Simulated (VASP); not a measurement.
# Mn (P6/mmm) in VASP: a series of runs

The runs below take Mn through single point, with revPBE.

All numbers are computed with VASP 6.6.1; they aren't measurements. Logs are shortened: lines on timing, memory, paths and dates and some standing lists are left out, and cuts for length are marked.

**1. The cell of the first run**

It takes space group P6/mmm (No. 191, hexagonal). The conventional cell has a = 3.762 Å, b = 3.762 Å, c = 2.359 Å, α = 90.00°, β = 90.00°, γ = 120.00°. Mn (site symmetry 6/mmm) has 14 Mn at 2.36 to 2.47 Å within 3.1 Å. Within 2.9 Å of Mn (site symmetry -6m2) lie 11 Mn at 2.17 to 2.47 Å.

This isn't the form of Mn at room conditions, which is a 58-atom cubic cell.

**2. Single point, revPBE (9.64 Å³/atom)**

The input, INCAR:

```
SYSTEM = Mn
ALGO = Normal
EDIFF = 1E-6
ENCUT = 680
GGA = RE
GGA_COMPAT = .FALSE.
ISIF = 2
ISMEAR = -1
LASPH = .TRUE.
LCHARG = .FALSE.
LREAL = .FALSE.
LWAVE = .FALSE.
NBANDS = 30
NELM = 120
PREC = Accurate
SIGMA = 0.1
```

The input, KPOINTS:

```
k-points
0
G
  10 10 14
  0 0 0
```

The input, POSCAR:

```
Mn
1.0
    3.7622883471      0.0000000000      0.0000000000
   -1.8811441735      3.2582372850      0.0000000000
    0.0000000000      0.0000000000      2.3586931756
Mn
3
Direct
    0.0000000000      0.0000000000      0.0000000000
    0.3333333333      0.6666666667      0.5000000000
    0.6666666667      0.3333333333      0.5000000000
```

Potentials or basis: VASP PAW PBE potentials, release 64 (Mn_sv).

Started as:

```
> cat potpaw_PBE.64/Mn_sv/POTCAR > POTCAR
> mpirun -np 1 vasp_std > vasp.out
```

OUTCAR:

```text
SYSTEM = Mn
   EDIFF = 1E-6
   ENCUT = 680
   GGA = RE
   ISIF = 2
   ISMEAR = -1
   LASPH = .TRUE.
   LREAL = .FALSE.
   NELM = 120
   PREC = Accurate

 ion  position               nearest neighbor table
   1  0.000  0.000  0.000-   2 2.47   3 2.47   2 2.47   3 2.47   3 2.47   3 2.47   2 2.47   2 2.47
                             3 2.47   3 2.47   2 2.47   2 2.47
   2  0.333  0.667  0.500-   3 2.17   3 2.17   3 2.17   1 2.47   1 2.47   1 2.47   1 2.47   1 2.47
                             1 2.47
   3  0.667  0.333  0.500-   2 2.17   2 2.17   2 2.17   1 2.47   1 2.47   1 2.47   1 2.47   1 2.47
                             1 2.47

  LATTYP: Found a hexagonal cell.
 ALAT       =     3.7622883471
 C/A-ratio  =     0.6269304631

  Lattice vectors:

 A1 = (   3.7622883471,   0.0000000000,   0.0000000000)
 A2 = (  -1.8811441735,   3.2582372850,   0.0000000000)
 A3 = (   0.0000000000,   0.0000000000,   2.3586931756)

Analysis of symmetry for initial positions (statically):
=====================================================================
 Subroutine PRICEL returns:
 Original cell was already a primitive cell.

 Routine SETGRP: Setting up the symmetry group for a
 hexagonal supercell.

 Subroutine GETGRP returns: Found 24 space group operations
 (whereof 24 operations were pure point group operations)
 out of a pool of 24 trial point group operations.

The static configuration has the point symmetry D_6h.

Analysis of symmetry for dynamics (positions and initial velocities):
=====================================================================
 Subroutine PRICEL returns:
 Original cell was already a primitive cell.

 Routine SETGRP: Setting up the symmetry group for a
 hexagonal supercell.

 Subroutine GETGRP returns: Found 24 space group operations
 (whereof 24 operations were pure point group operations)
 out of a pool of 24 trial point group operations.

The dynamic configuration has the point symmetry D_6h.

 Subroutine INISYM returns: Found 24 space group operations
 (whereof 24 operations are pure point group operations),
 and found     1 'primitive' translations

----------------------------------------------------------------------------------------

                                     Primitive cell

  volume of cell :      28.9139

  direct lattice vectors                    reciprocal lattice vectors
     3.762288347  0.000000000  0.000000000     0.265795683  0.153457209  0.000000000
    -1.881144174  3.258237285  0.000000000     0.000000000  0.306914418  0.000000000
     0.000000000  0.000000000  2.358693176     0.000000000  0.000000000  0.423963579

  length of vectors
     3.762288347  3.762288347  2.358693176     0.306914418  0.306914418  0.423963579

  position of ions in fractional coordinates (direct lattice)
     0.000000000  0.000000000  0.000000000
     0.333333333  0.666666667  0.500000000
     0.666666667  0.333333333  0.500000000

  ion indices of the primitive-cell ions
   primitive index   ion index
                 1           1
                 2           2
                 3           3

----------------------------------------------------------------------------------------

 KPOINTS: k-points

Automatic generation of k-mesh.
 Grid dimensions read from file:
 generate k-points for:   10   10   14

 Generating k-lattice:

  Cartesian coordinates                     Fractional coordinates (reciprocal lattice)
     0.026579568  0.015345721  0.000000000     0.100000000  0.000000000  0.000000000
     0.000000000  0.030691442  0.000000000     0.000000000  0.100000000  0.000000000
     0.000000000  0.000000000  0.030283113     0.000000000  0.000000000  0.071428571

  Length of vectors
     0.030691442  0.030691442  0.030283113

  Shift w.r.t. Gamma in fractional coordinates (k-lattice)
     0.000000000  0.000000000  0.000000000

 Subroutine IBZKPT returns following result:
 ===========================================

 Found    112 irreducible k-points:

 Following reciprocal coordinates:
            Coordinates               Weight
  0.000000  0.000000  0.000000      1.000000
  0.100000  0.000000  0.000000      6.000000
  0.200000  0.000000  0.000000      6.000000
  0.300000 -0.000000  0.000000      6.000000
  0.400000  0.000000  0.000000      6.000000
  0.500000  0.000000  0.000000      3.000000
[... 16 lines left out ...]
  0.300000  0.100000  0.071429     24.000000
  0.400000  0.100000  0.071429     24.000000
 [... further k-points ...]
   k-points           NKPTS =    112   k-points in BZ     NKDIM =    112   number of bands    NBANDS=     30
   number of dos      NEDOS =    301   number of ions     NIONS =      3
   total plane-waves  NPLWV =  20480
   dimension x,y,z NGX =    32 NGY =   32 NGZ =   20
   dimension x,y,z NGXF=    64 NGYF=   64 NGZF=   40
   ions per type =               3
   NGX,Y,Z   is equivalent  to a cutoff of  14.14, 14.14, 14.10 a.u.
   NGXF,Y,Z  is equivalent  to a cutoff of  28.28, 28.28, 28.19 a.u.
 SYSTEM =  Mn
   PREC   = accura    normal or accurate (medium, high low for compatibility)
   ISTART =      0    job   : 0-new  1-cont  2-samecut
   ICHARG =      2    charge: 1-file 2-atom 10-const
   ISPIN  =      1    spin polarized calculation?
   LNONCOLLINEAR =      F non collinear calculations
   LSORBIT =      F    spin-orbit coupling
   LASPH  =      T    aspherical Exc in radial PAW
   ENCUT  =  680.0 eV  49.98 Ry    7.07 a.u.   8.00  8.00  5.02*2*pi/ulx,y,z
   NELM   =    120;   NELMIN=  2; NELMDL= -5     # of ELM steps
   EDIFF  = 0.1E-05   stopping-criterion for ELM
   LREAL  =      F    real-space projection
   EDIFFG = 0.1E-04   stopping-criterion for IOM
   NSW    =      0    number of steps for IOM
   IBRION =     -1    ionic relax: 0-MD 1-quasi-New 2-CG
   NFREE  =      0    steps in history (QN), initial steepest desc. (CG)
   ISIF   =      2    stress and relaxation
   ISYM   =      2    0-nonsym 1-usesym 2-fastsym
   POTIM  = 0.5000    time-step for ionic-motion
   TEBEG  =    0.0;   TEEND  =   0.0 temperature during run
   PSTRESS=    0.0 pullay stress
   NELECT =      45.0000    total number of electrons
   NUPDOWN=      -1.0000    fix difference up-down
   EMIN   =  10.00;   EMAX   =-10.00  energy-range for DOS
   EFERMI =   0.00;   METHOD = LEGACY
   ISMEAR =    -1;   SIGMA  =   0.10  broadening in eV -4-tet -1-fermi 0-gaus
   EFERMI_NEDOS =   21; number of points for ismear=-14 and -15
   IALGO  =     38    algorithm
   IMIX   =      4    mixing-type and parameters
     AMIX     =   0.40;   BMIX     =  1.00
     AMIX_MAG =   1.60;   BMIX_MAG =  1.00
  volume/ion in A,a.u.               =       9.64        65.04
  Fermi-wavevector in a.u.,A,eV,Ry     =   1.897188  3.585165 48.971728  3.599320
  Thomas-Fermi vector in A             =   2.937034
   LORBIT       =      0    0 simple, 1 ext, 2 COOP (PROOUT), +10 PAW based schemes
   GGA     = RE    functional components
   LHFCALC =     F    Hartree Fock is set to
   AEXX    =    0.0000 exact exchange contribution
   IVDW    =     0    specifies the selected vdW correction
   LEPSILON=     F    determine dielectric tensor
   LRPA    =     F    only Hartree local field effects (RPA)
 non-spin polarized calculation
  energy-cutoff  :      680.00
  volume of cell :       28.91
 maximum number of plane-waves:      1182
 NGX is ok and might be reduce to    32
   NGX = 15   NGY = 15   NGZ = 11

 number of electron      45.0000021 magnetization

 Free energy of the ion-electron system (eV)
  ---------------------------------------------------
  ext. energy  EPLUGINS =         0.00000000
  ---------------------------------------------------
  free energy    TOTEN  =       -25.32443657 eV

  energy without entropy =      -25.22929821  energy(sigma->0) =      -25.27686739

 E-fermi :  15.9785     XC(G=0): -14.7200

 val. band max:       15.9764905602   @ k =   0.0000   0.0000   0.0714
 cond. band min:      15.9819464647   @ k =   0.0000   0.0000   0.0000
 fundamental gap:      0.0054559045
 Fermi energy:        15.9784878661

 k-point     1 :       0.0000    0.0000    0.0000
  band No.  band energies     occupation
      1     -63.5083      2.00000
      2     -63.1346      2.00000
      3     -63.1163      2.00000
      4     -32.4755      2.00000
      5     -32.4755      2.00000
      6     -32.0374      2.00000
[... 22 lines left out ...]
     29      25.6386      0.00000
     30      25.6747      0.00000

 k-point     2 :       0.1000    0.0000    0.0000
  band No.  band energies     occupation
      1     -63.4990      2.00000
      2     -63.1421      2.00000
      3     -63.1185      2.00000
      4     -32.5055      2.00000
      5     -32.4820      2.00000
      6     -32.0004      2.00000
[... 22 lines left out ...]
     29      23.7176      0.00000
     30      23.9446      0.00000

 k-point     3 :       0.2000    0.0000    0.0000
  band No.  band energies     occupation
      1     -63.4723      2.00000
      2     -63.1637      2.00000
      3     -63.1244      2.00000
      4     -32.5692      2.00000
      5     -32.4772      2.00000
      6     -31.9159      2.00000
[... 22 lines left out ...]
     29      21.7807      0.00000
     30      22.3078      0.00000

 k-point     4 :       0.3000   -0.0000    0.0000
  band No.  band energies     occupation
      1     -63.4324      2.00000
      2     -63.1976      2.00000
      3     -63.1318      2.00000
      4     -32.6318      2.00000
      5     -32.4310      2.00000
      6     -31.8200      2.00000
[... 22 lines left out ...]
     29      20.1017      0.00000
     30      20.7661      0.00000

 k-point     5 :       0.4000    0.0000    0.0000
  band No.  band energies     occupation
      1     -63.3873      2.00000
      2     -63.2378      2.00000
      3     -63.1376      2.00000
      4     -32.6748      2.00000
      5     -32.3418      2.00000
      6     -31.8964      2.00000
[... 22 lines left out ...]
     29      18.7805      0.00000
     30      19.3572      0.00000
[... 526 lines left out ...]
     29      22.6175      0.00000
     30      22.6792      0.00000

 k-point    22 :       0.2000    0.1000    0.0714
  band No.  band energies     occupation
      1     -63.4419      2.00000
      2     -63.1793      2.00000
      3     -63.1266      2.00000
      4     -32.5893      2.00000
      5     -32.4626      2.00000
      6     -31.8541      2.00000
[... 22 lines left out ...]
     29      20.9092      0.00000
     30      21.3225      0.00000

 k-point    23 :       0.3000    0.1000    0.0714
  band No.  band energies     occupation
      1     -63.3990      2.00000
      2     -63.2162      2.00000
      3     -63.1337      2.00000
      4     -32.6342      2.00000
      5     -32.3971      2.00000
      6     -31.8526      2.00000
[... 22 lines left out ...]
     29      19.4265      0.00000
     30      20.0505      0.00000

 k-point    24 :       0.4000    0.1000    0.0714
  band No.  band energies     occupation
      1     -63.3587      2.00000
      2     -63.2527      2.00000
      3     -63.1381      2.00000
      4     -32.6596      2.00000
      5     -32.3054      2.00000
      6     -31.9955      2.00000
[... 22 lines left out ...]
     29      18.4024      0.00000
     30      18.9689      0.00000

 [... further k-points ...]
[... 5 lines left out ...]
  --------------------------------------------------------------------------------------
  -------------------------------------------------------------------------------------
  Total        7.7759115      7.7759115      7.2766892      0.0000000     -0.0000000     -0.0000000
  in kB      430.8793253    430.8793253    403.2163818      0.0000000     -0.0000000     -0.0000000
  external PRESSURE =     421.6583441 kB  Pullay stress =       0.0000000 kB

 VOLUME and BASIS-vectors are now :
 -----------------------------------------------------------------------------
  energy-cutoff  :      680.00
  volume of cell :       28.91
      direct lattice vectors                 reciprocal lattice vectors
     3.762288347  0.000000000  0.000000000     0.265795683  0.153457209  0.000000000
    -1.881144174  3.258237285  0.000000000     0.000000000  0.306914418  0.000000000
     0.000000000  0.000000000  2.358693176     0.000000000  0.000000000  0.423963579

 POSITION                                       TOTAL-FORCE (eV/Angst)
 -----------------------------------------------------------------------------------
      0.00000      0.00000      0.00000        -0.000000      0.000000      0.000000
     -0.00000      2.17216      1.17935        -0.000000      0.000000      0.000000
      1.88114      1.08608      1.17935         0.000000     -0.000000     -0.000000
 -----------------------------------------------------------------------------------
    total drift:                               -0.000000      0.000000      0.000000

  FREE ENERGIE OF THE ION-ELECTRON SYSTEM (eV)
  ---------------------------------------------------
  free  energy   TOTEN  =       -25.3244365744 eV

  energy  without entropy=      -25.2292982084  energy(sigma->0) =      -25.27686739
```

Run time: 59 s. Hardware: 1 thread of Intel Xeon 6975P-C (Granite Rapids), shared host; peak memory 0.22 GiB.

Results:

- Free energy: -25.3244 eV
- Pressure: 42.2 GPa
- Band gap on the k mesh: zero (an odd number of electrons rules out a gap without spin polarisation)

Stress tensor (GPa, compression positive):
```
43.09  0.00  0.00
 0.00 43.09  0.00
 0.00  0.00 40.32
```

Caveat: the cell stands under pressure; the PAW data sets were made with another functional, which shifts forces and pressure a little; the run has no spin polarisation, though such a crystal can be magnetic. Spin polarisation is off, so any magnetic state and its effect on volume and gap are missing.

**3. Single point, revPBE, collinear spin, ferromagnetic start (11.82 Å³/atom)**

This run uses another cell than the first one, of 11.82 Å³/atom.

The input, INCAR:

```
PREC = Accurate ; ENCUT = 520
EDIFF = 1E-7 ; ISMEAR = -1
SIGMA = 0.05 ; LREAL = False
LASPH = True ; NELM = 150
ALGO = Normal ; ISIF = 2
LWAVE = False ; LCHARG = True
ISPIN = 2 ; MAGMOM = 3 3 3
LORBIT = 11 ; LMAXMIX = 4
GGA = RE ; LELF = True
LVHAR = True ; NBANDS = 30
```

The input, KPOINTS:

```
Automatic mesh
0
Gamma
  11 11 14
```

The input, POSCAR:

```
Mn
1.0
    4.0236338572      0.0000000000      0.0000000000
   -2.0118169286      3.4845691359      0.0000000000
    0.0000000000      0.0000000000      2.5285278893
Mn
3
Direct
    0.0000000000      0.0000000000      0.0000000000
    0.3333333333      0.6666666667      0.5000000000
    0.6666666667      0.3333333333      0.5000000000
```

Potentials or basis: VASP PAW PBE potentials, release 64 (Mn_pv).

Started as:

```
> cat potpaw_PBE.64/Mn_pv/POTCAR > POTCAR
> mpirun -np 1 vasp_std > vasp.out
```

It took 5.3 min on 1 thread of Oxide Virtual Turin-like, shared host; peak memory 0.26 GiB.

Results (log left out):

```yaml
Free_energy: -25.2757 eV
Pressure: -17.0 GPa
Net_moment: 0.00 μB per cell
Valence_electrons_inside_the_program's_atomic_spheres: Mn 11.76, 11.86 (each value once)
```

Stress tensor (GPa, compression positive):
```
-17.47   0.00   0.00
  0.00 -17.47   0.00
  0.00   0.00 -16.08
```

Levels at points of the mesh, in eV from the Fermi level:
Spin up:
```tsv
k point	band 17	band 18	band 19	band 20	band 21	band 22
(0.00, 0.00, 0.00)	-0.96	-0.44	-0.44	-0.06	-0.06	0.03
(0.00, 0.00, 0.50)	-0.63	-0.51	-0.51	1.23	1.23	1.57
```
Spin down:
| k point | band 17 | band 18 | band 19 | band 20 | band 21 | band 22 |
| --- | --- | --- | --- | --- | --- | --- |
| (0.00, 0.00, 0.00) | -0.96 | -0.44 | -0.44 | -0.06 | -0.06 | 0.03 |
| (0.00, 0.00, 0.50) | -0.63 | -0.51 | -0.51 | 1.23 | 1.23 | 1.57 |

Caveat: the cell stands under tension; the moments typed at the start vanished in this run; the PAW data sets were made with another functional, which shifts forces and pressure a little.
